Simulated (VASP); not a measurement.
# NaCl (I4/mmm) in VASP: notebook

Runs on NaCl. Level: PBE. Tasks: single point.

Everything below comes from runs of VASP 6.6.1. Logs are shortened: lines on timing, memory, paths and dates and some standing lists are left out, and cuts for length are marked.

### 1 The cell of the first run

The structure is tetragonal, space group I4/mmm (No. 139). Conventional cell: a = 3.669 Å, b = 3.669 Å, c = 6.746 Å, α = 90.00°, β = 90.00°, γ = 90.00°. Na (site symmetry 4/mmm) has 6 Cl at 2.59 to 3.37 Å within 3.4 Å. Cl (site symmetry 4/mmm) has 6 Na at 2.59 to 3.37 Å within 3.4 Å.

### 2 Single point, PBE

File INCAR:

```
PREC = Accurate
ENCUT = 520
EDIFF = 1E-7
ISMEAR = 0
SIGMA = 0.05
LREAL = False
LASPH = True
NELM = 60
ALGO = Normal
ISIF = 2
LWAVE = False
LCHARG = False
GGA = PE
NBANDS = 14
```

File KPOINTS:

```
Automatic mesh
0
Gamma
  8 8 8
```

File POSCAR:

```
NaCl
1.0
    0.0000000000      2.5946201812      3.3730062355
    2.5946201812      0.0000000000      3.3730062355
    2.5946201812      2.5946201812      0.0000000000
Na Cl
1 1
Direct
    0.0000000000      0.0000000000      0.0000000000
    0.5000000000      0.5000000000      0.5000000000
```

Potentials or basis: VASP PAW PBE potentials, release 64 (Na_pv, Cl).

Run with:

```
$ cat potpaw_PBE.64/Na_pv/POTCAR potpaw_PBE.64/Cl/POTCAR > POTCAR
$ mpirun -np 1 vasp_std > vasp.out
```

OUTCAR:

```text
PREC = Accurate
   ENCUT = 520
   EDIFF = 1E-7
   ISMEAR = 0
   LREAL = False
   LASPH = True
   NELM = 60
   ISIF = 2
   GGA = PE

 ion  position               nearest neighbor table
   1  0.000  0.000  0.000-   2 2.59   2 2.59   2 2.59   2 2.59
   2  0.500  0.500  0.500-   1 2.59   1 2.59   1 2.59   1 2.59

  LATTYP: Found a body centered tetragonal cell.
 ALAT       =     3.6693470495
 C/A-ratio  =     1.8384776311

  Lattice vectors:

 A1 = (  -2.5946201812,   0.0000000000,   3.3730062355)
 A2 = (   2.5946201812,   0.0000000000,   3.3730062355)
 A3 = (   0.0000000000,   2.5946201812,  -3.3730062355)

Analysis of symmetry for initial positions (statically):
=====================================================================
 Subroutine PRICEL returns:
 Original cell was already a primitive cell.

 Routine SETGRP: Setting up the symmetry group for a
 body centered tetragonal supercell.

 Subroutine GETGRP returns: Found 16 space group operations
 (whereof 16 operations were pure point group operations)
 out of a pool of 16 trial point group operations.

The static configuration has the point symmetry D_4h.

Analysis of symmetry for dynamics (positions and initial velocities):
=====================================================================
 Subroutine PRICEL returns:
 Original cell was already a primitive cell.

 Routine SETGRP: Setting up the symmetry group for a
 body centered tetragonal supercell.

 Subroutine GETGRP returns: Found 16 space group operations
 (whereof 16 operations were pure point group operations)
 out of a pool of 16 trial point group operations.

The dynamic configuration has the point symmetry D_4h.

 Subroutine INISYM returns: Found 16 space group operations
 (whereof 16 operations are pure point group operations),
 and found     1 'primitive' translations

----------------------------------------------------------------------------------------

                                     Primitive cell

  volume of cell :      45.4145

  direct lattice vectors                    reciprocal lattice vectors
     0.000000000  2.594620181  3.373006236    -0.192706433  0.192706433  0.148235718
     2.594620181  0.000000000  3.373006236     0.192706433 -0.192706433  0.148235718
     2.594620181  2.594620181  0.000000000     0.192706433  0.192706433 -0.148235718

  length of vectors
     4.255493502  4.255493502  3.669347049     0.310234374  0.310234374  0.310234374

  position of ions in fractional coordinates (direct lattice)
     0.000000000  0.000000000  0.000000000
     0.500000000  0.500000000  0.500000000

  ion indices of the primitive-cell ions
   primitive index   ion index
                 1           1
                 2           2

----------------------------------------------------------------------------------------

 KPOINTS: Automatic mesh

Automatic generation of k-mesh.
 Grid dimensions read from file:
 generate k-points for:    8    8    8

 Generating k-lattice:

  Cartesian coordinates                     Fractional coordinates (reciprocal lattice)
    -0.024088304  0.024088304  0.018529465     0.125000000 -0.000000000  0.000000000
     0.024088304 -0.024088304  0.018529465    -0.000000000  0.125000000  0.000000000
     0.024088304  0.024088304 -0.018529465     0.000000000  0.000000000  0.125000000

  Length of vectors
     0.038779297  0.038779297  0.038779297

  Shift w.r.t. Gamma in fractional coordinates (k-lattice)
     0.000000000  0.000000000  0.000000000

 Subroutine IBZKPT returns following result:
 ===========================================

 Found     59 irreducible k-points:

 Following reciprocal coordinates:
            Coordinates               Weight
  0.000000  0.000000  0.000000      1.000000
  0.125000  0.000000  0.000000      8.000000
  0.250000  0.000000  0.000000      8.000000
  0.375000 -0.000000  0.000000      8.000000
  0.500000  0.000000  0.000000      4.000000
  0.125000  0.125000  0.000000      2.000000
[... 16 lines left out ...]
  0.250000  0.000000  0.125000     16.000000
  0.375000  0.000000  0.125000     16.000000
 [... further k-points ...]
   k-points           NKPTS =     59   k-points in BZ     NKDIM =     59   number of bands    NBANDS=     14
   number of dos      NEDOS =    301   number of ions     NIONS =      2
   total plane-waves  NPLWV =  28672
   dimension x,y,z NGX =    32 NGY =   32 NGZ =   28
   dimension x,y,z NGXF=    64 NGYF=   64 NGZF=   56
   ions per type =               1   1
   NGX,Y,Z   is equivalent  to a cutoff of  12.50, 12.50, 12.69 a.u.
   NGXF,Y,Z  is equivalent  to a cutoff of  25.00, 25.00, 25.37 a.u.
 SYSTEM =  unknown system
   PREC   = accura    normal or accurate (medium, high low for compatibility)
   ISTART =      0    job   : 0-new  1-cont  2-samecut
   ICHARG =      2    charge: 1-file 2-atom 10-const
   ISPIN  =      1    spin polarized calculation?
   LNONCOLLINEAR =      F non collinear calculations
   LSORBIT =      F    spin-orbit coupling
   LASPH  =      T    aspherical Exc in radial PAW
   ENCUT  =  520.0 eV  38.22 Ry    6.18 a.u.   7.91  7.91  6.82*2*pi/ulx,y,z
   NELM   =     60;   NELMIN=  2; NELMDL= -5     # of ELM steps
   EDIFF  = 0.1E-06   stopping-criterion for ELM
   LREAL  =      F    real-space projection
   EDIFFG = 0.1E-05   stopping-criterion for IOM
   NSW    =      0    number of steps for IOM
   IBRION =     -1    ionic relax: 0-MD 1-quasi-New 2-CG
   NFREE  =      0    steps in history (QN), initial steepest desc. (CG)
   ISIF   =      2    stress and relaxation
   ISYM   =      2    0-nonsym 1-usesym 2-fastsym
   POTIM  = 0.5000    time-step for ionic-motion
   TEBEG  =    0.0;   TEEND  =   0.0 temperature during run
   PSTRESS=    0.0 pullay stress
   NELECT =      14.0000    total number of electrons
   NUPDOWN=      -1.0000    fix difference up-down
   EMIN   =  10.00;   EMAX   =-10.00  energy-range for DOS
   EFERMI =   0.00;   METHOD = LEGACY
   ISMEAR =     0;   SIGMA  =   0.05  broadening in eV -4-tet -1-fermi 0-gaus
   EFERMI_NEDOS =   21; number of points for ismear=-14 and -15
   IALGO  =     38    algorithm
   IMIX   =      4    mixing-type and parameters
     AMIX     =   0.40;   BMIX     =  1.00
     AMIX_MAG =   1.60;   BMIX_MAG =  1.00
  volume/ion in A,a.u.               =      22.71       153.24
  Fermi-wavevector in a.u.,A,eV,Ry     =   1.105909  2.089864 16.640388  1.223034
  Thomas-Fermi vector in A             =   2.242402
   LORBIT       =      0    0 simple, 1 ext, 2 COOP (PROOUT), +10 PAW based schemes
   GGA     = PE    functional components
   LHFCALC =     F    Hartree Fock is set to
   AEXX    =    0.0000 exact exchange contribution
   IVDW    =     0    specifies the selected vdW correction
   LEPSILON=     F    determine dielectric tensor
   LRPA    =     F    only Hartree local field effects (RPA)
 non-spin polarized calculation
 Gauss-broadening in eV      SIGMA  =   0.05
  energy-cutoff  :      520.00
  volume of cell :       45.41
 maximum number of plane-waves:      1236
   NGX = 15   NGY = 15   NGZ = 13

 number of electron      14.0000007 magnetization

 Free energy of the ion-electron system (eV)
  ---------------------------------------------------
  ext. energy  EPLUGINS =         0.00000000
  ---------------------------------------------------
  free energy    TOTEN  =        -6.55826446 eV

  energy without entropy =       -6.55826446  energy(sigma->0) =       -6.55826446

 E-fermi :  -0.6099     XC(G=0):  -8.0190

 val. band max:       -0.8398307942   @ k =   0.0000   0.0000   0.0000
 cond. band min:       4.2689017038   @ k =   0.0000   0.0000   0.0000
 fundamental gap:      5.1087324979
 Fermi energy:        -0.6098775198

 k-point     1 :       0.0000    0.0000    0.0000
  band No.  band energies     occupation
      1     -21.5419      2.00000
      2     -21.4994      2.00000
      3     -21.4994      2.00000
      4     -13.5504      2.00000
      5      -0.9388      2.00000
      6      -0.8398      2.00000
      7      -0.8398      2.00000
      8       4.2689      0.00000
      9       9.2780      0.00000
     10      10.9230      0.00000
     11      11.2717      0.00000
     12      11.2717      0.00000
     13      13.6928      0.00000
     14      13.9455      0.00000

 k-point     2 :       0.1250    0.0000    0.0000
  band No.  band energies     occupation
      1     -21.5424      2.00000
      2     -21.5068      2.00000
      3     -21.4988      2.00000
      4     -13.4960      2.00000
      5      -1.2316      2.00000
      6      -0.9840      2.00000
      7      -0.8534      2.00000
      8       4.7380      0.00000
      9       9.4703      0.00000
     10      10.2682      0.00000
     11      11.1298      0.00000
     12      11.4950      0.00000
     13      13.5279      0.00000
     14      14.2803      0.00000

 k-point     3 :       0.2500    0.0000    0.0000
  band No.  band energies     occupation
      1     -21.5439      2.00000
      2     -21.5240      2.00000
      3     -21.4972      2.00000
      4     -13.3607      2.00000
      5      -1.9798      2.00000
      6      -1.1238      2.00000
      7      -0.8856      2.00000
      8       5.6828      0.00000
      9       9.1438      0.00000
     10       9.7812      0.00000
     11      11.9061      0.00000
     12      12.0540      0.00000
     13      13.1144      0.00000
     14      14.9276      0.00000

 k-point     4 :       0.3750   -0.0000    0.0000
  band No.  band energies     occupation
      1     -21.5482      2.00000
      2     -21.5383      2.00000
      3     -21.4956      2.00000
      4     -13.2194      2.00000
      5      -2.6056      2.00000
      6      -1.2510      2.00000
      7      -0.9173      2.00000
      8       6.2758      0.00000
      9       9.0564      0.00000
     10       9.7752      0.00000
     11      11.7392      0.00000
     12      13.6615      0.00000
     13      13.9212      0.00000
     14      15.0446      0.00000

 k-point     5 :       0.5000    0.0000    0.0000
  band No.  band energies     occupation
      1     -21.5530      2.00000
      2     -21.5411      2.00000
      3     -21.4950      2.00000
      4     -13.1589      2.00000
      5      -2.8423      2.00000
      6      -1.3011      2.00000
      7      -0.9302      2.00000
      8       6.3553      0.00000
      9       9.5412      0.00000
     10       9.5596      0.00000
     11      11.5869      0.00000
[... 276 lines left out ...]
 k-point    22 :       0.1250    0.0000    0.1250
  band No.  band energies     occupation
      1     -21.5419      2.00000
      2     -21.5080      2.00000
      3     -21.5032      2.00000
      4     -13.4597      2.00000
      5      -1.2838      2.00000
      6      -1.0446      2.00000
      7      -0.9743      2.00000
      8       4.9399      0.00000
      9       9.9179      0.00000
     10      10.0632      0.00000
     11      10.8471      0.00000
     12      11.3245      0.00000
     13      12.9876      0.00000
     14      14.9819      0.00000

 k-point    23 :       0.2500    0.0000    0.1250
  band No.  band energies     occupation
      1     -21.5425      2.00000
      2     -21.5228      2.00000
      3     -21.5025      2.00000
      4     -13.3440      2.00000
      5      -1.8955      2.00000
      6      -1.1216      2.00000
      7      -1.0432      2.00000
      8       5.7530      0.00000
      9       9.0138      0.00000
     10      10.3576      0.00000
     11      11.0472      0.00000
     12      11.9809      0.00000
     13      12.5594      0.00000
     14      15.8589      0.00000

 k-point    24 :       0.3750    0.0000    0.1250
  band No.  band energies     occupation
      1     -21.5454      2.00000
      2     -21.5374      2.00000
      3     -21.5005      2.00000
      4     -13.2125      2.00000
      5      -2.4914      2.00000
      6      -1.2049      2.00000
      7      -1.1227      2.00000
      8       6.5146      0.00000
      9       8.6214      0.00000
     10      10.2406      0.00000
     11      10.9428      0.00000
     12      12.8675      0.00000
     13      14.0310      0.00000
     14      16.0738      0.00000

 [... further k-points ...]

------------------------ aborting loop because EDIFF is reached ----------------------------------------

  FORCE on cell =-STRESS in cart. coord.  units (eV):
  Direction    XX          YY          ZZ          XY          YZ          ZX
  --------------------------------------------------------------------------------------
  -------------------------------------------------------------------------------------
  Total        2.0268793      2.0268793     -0.4764738      0.0000000     -0.0000000     -0.0000000
  in kB       71.5062089     71.5062089    -16.8095017      0.0000000     -0.0000000     -0.0000000
  external PRESSURE =      42.0676387 kB  Pullay stress =       0.0000000 kB

 VOLUME and BASIS-vectors are now :
 -----------------------------------------------------------------------------
  energy-cutoff  :      520.00
  volume of cell :       45.41
      direct lattice vectors                 reciprocal lattice vectors
     0.000000000  2.594620181  3.373006236    -0.192706433  0.192706433  0.148235718
     2.594620181  0.000000000  3.373006236     0.192706433 -0.192706433  0.148235718
     2.594620181  2.594620181  0.000000000     0.192706433  0.192706433 -0.148235718

 POSITION                                       TOTAL-FORCE (eV/Angst)
 -----------------------------------------------------------------------------------
      0.00000      0.00000      0.00000         0.000000     -0.000000      0.000000
      2.59462      2.59462      3.37301        -0.000000      0.000000      0.000000
 -----------------------------------------------------------------------------------
    total drift:                                0.000000     -0.000000     -0.000000

  FREE ENERGIE OF THE ION-ELECTRON SYSTEM (eV)
  ---------------------------------------------------
  free  energy   TOTEN  =        -6.5582644566 eV

  energy  without entropy=       -6.5582644566  energy(sigma->0) =       -6.55826446
```

Wall time 52 s (1 thread of Intel Xeon 8259CL, shared host); peak memory 0.18 GiB.

What came out:

```yaml
Free_energy: -6.5583 eV
Pressure: 4.2 GPa
Band_gap_on_the_k_mesh: 5.11 eV
```

Caveat: the cell stands under pressure. A k mesh can miss the band edges.

### 3 Single point, PBE

This run uses another cell than the first one, of the same volume but with other edges.

File INCAR:

```
  ALGO = Normal
  EDIFF = 1E-7
  ENCUT = 520
  GGA = PE
  ISIF = 2
  ISMEAR = 0
  LASPH = T
  LCHARG = F
  LREAL = F
  LWAVE = F
  NBANDS = 14
  NELM = 100
  PREC = Accurate
  SIGMA = 0.05
```

File KPOINTS:

```
k-points
0
Gamma
  8 8 8
```

File POSCAR:

```
NaCl
1.0
    0.0000000000      2.9115592568      2.6786345162
    2.9115592568      0.0000000000      2.6786345162
    2.9115592568      2.9115592568      0.0000000000
Na Cl
1 1
Direct
    0.0000000000      0.0000000000      0.0000000000
    0.5000000000      0.5000000000      0.5000000000
```

Potentials or basis: VASP PAW PBE potentials, release 64 (Na_pv, Cl).

Run with:

```
$ cat potpaw_PBE.64/Na_pv/POTCAR potpaw_PBE.64/Cl/POTCAR > POTCAR
$ mpirun -np 1 vasp_std > vasp.out
```

OUTCAR:

```text
EDIFF = 1E-7
   ENCUT = 520
   GGA = PE
   ISIF = 2
   ISMEAR = 0
   LASPH = T
   LREAL = F
   NELM = 100
   PREC = Accurate

 ion  position               nearest neighbor table
   1  0.000  0.000  0.000-   2 2.68   2 2.68
   2  0.500  0.500  0.500-   1 2.68   1 2.68

  LATTYP: Found a body centered tetragonal cell.
 ALAT       =     4.1175665886
 C/A-ratio  =     1.3010764774

  Lattice vectors:

 A1 = (   0.0000000000,  -2.9115592568,  -2.6786345162)
[... 594 lines left out ...]

------------------------ aborting loop because EDIFF is reached ----------------------------------------

  FORCE on cell =-STRESS in cart. coord.  units (eV):
  Direction    XX          YY          ZZ          XY          YZ          ZX
  --------------------------------------------------------------------------------------
  -------------------------------------------------------------------------------------
  Total       -0.1301980     -0.1301980      0.9881699      0.0000000     -0.0000000      0.0000000
  in kB       -4.5932518     -4.5932518     34.8616133      0.0000000     -0.0000000      0.0000000
  external PRESSURE =       8.5583699 kB  Pullay stress =       0.0000000 kB

 VOLUME and BASIS-vectors are now :
 -----------------------------------------------------------------------------
  energy-cutoff  :      520.00
  volume of cell :       45.41
      direct lattice vectors                 reciprocal lattice vectors
     0.000000000  2.911559257  2.678634516    -0.171729289  0.171729289  0.186662270
     2.911559257  0.000000000  2.678634516     0.171729289 -0.171729289  0.186662270
     2.911559257  2.911559257  0.000000000     0.171729289  0.171729289 -0.186662270

 POSITION                                       TOTAL-FORCE (eV/Angst)
 -----------------------------------------------------------------------------------
      0.00000      0.00000      0.00000         0.000000     -0.000000      0.000000
      2.91156      2.91156      2.67863        -0.000000      0.000000      0.000000
 -----------------------------------------------------------------------------------
    total drift:                                0.000000      0.000000      0.000000

  FREE ENERGIE OF THE ION-ELECTRON SYSTEM (eV)
  ---------------------------------------------------
  free  energy   TOTEN  =        -6.7476699616 eV

  energy  without entropy=       -6.7476699616  energy(sigma->0) =       -6.74766996
```

OSZICAR:

```text
N       E                     dE             d eps       ncg     rms          rms(c)
DAV:   1     0.100148082102E+03    0.10015E+03   -0.69326E+03  1658   0.100E+03
DAV:   2     0.166048582423E+01   -0.98488E+02   -0.90640E+02  1838   0.268E+02
DAV:   3    -0.681387950521E+01   -0.84744E+01   -0.84273E+01  2150   0.729E+01
DAV:   4    -0.695049391025E+01   -0.13661E+00   -0.13657E+00  1994   0.996E+00
DAV:   5    -0.695352146654E+01   -0.30276E-02   -0.30273E-02  2170   0.153E+00    0.217E+00
DAV:   6    -0.675390891363E+01    0.19961E+00   -0.33307E-01  2104   0.331E+00    0.161E+00
DAV:   7    -0.674171101855E+01    0.12198E-01   -0.84284E-02  2214   0.166E+00    0.110E+00
DAV:   8    -0.674765753474E+01   -0.59465E-02   -0.10221E-02  1856   0.867E-01    0.293E-01
DAV:   9    -0.674754164277E+01    0.11589E-03   -0.23094E-04  2120   0.118E-01    0.159E-01
DAV:  10    -0.674768111148E+01   -0.13947E-03   -0.35651E-04  1922   0.144E-01    0.688E-02
DAV:  11    -0.674766922215E+01    0.11889E-04   -0.22060E-05  2180   0.430E-02    0.141E-02
DAV:  12    -0.674766958128E+01   -0.35913E-06   -0.22145E-06  1928   0.135E-02    0.132E-03
DAV:  13    -0.674767009405E+01   -0.51277E-06   -0.26734E-07  2060   0.382E-03    0.242E-03
DAV:  14    -0.674766994674E+01    0.14731E-06   -0.35571E-08  1470   0.113E-03    0.696E-04
DAV:  15    -0.674766996159E+01   -0.14852E-07   -0.21581E-09  1198   0.455E-04
   1 F= -.67476700E+01 E0= -.67476700E+01  d E =-.121415E-21
```

Wall time 55 s (1 thread of Intel Xeon 8259CL, shared host); peak memory 0.18 GiB.

What came out:

```
Free energy            : -6.7477 eV
Pressure               : 0.9 GPa
Band gap on the k mesh : 5.04 eV
```

[end of part 1 of 3]
